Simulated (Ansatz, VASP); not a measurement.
**Two plane-wave programs on BN**

```
CELL_PARAMETERS angstrom
2.57700 0.00000 0.00000
-1.28850 2.23175 0.00000
0.00000 0.00000 26.00000
ATOMIC_POSITIONS crystal
B 0.00000 0.00000 0.50550
N 0.66667 0.33333 0.49450
```

Alike in both runs: task single point; functional PBE; dispersion D3(BJ); k mesh 12 × 12 × 1; occupations gaussian, width 0.02 eV; no spin polarisation.

```csv
,VASP,Ansatz
version,VASP 6.6.1,Ansatz 0.2.0
potentials or method,"VASP PAW PBE potentials, release 64 (B, N), cutoff 520 eV","scalar-relativistic, plane waves, PAW"
valence electrons in the cell,8,8
```

|  | VASP | Ansatz | Ansatz less VASP |
| --- | --- | --- | --- |
| gap on the k mesh at the Fermi level (eV) | 3.79 | 3.79 | +0.007 |
| least direct gap on the mesh (eV) | 4.03 | 4.04 | +0.005 |
| rms of the force components (eV/Å) | 2.394 | 2.392 | -0.0021 |

Atom by atom the forces differ by 0.002 eV/Å (rms over components).
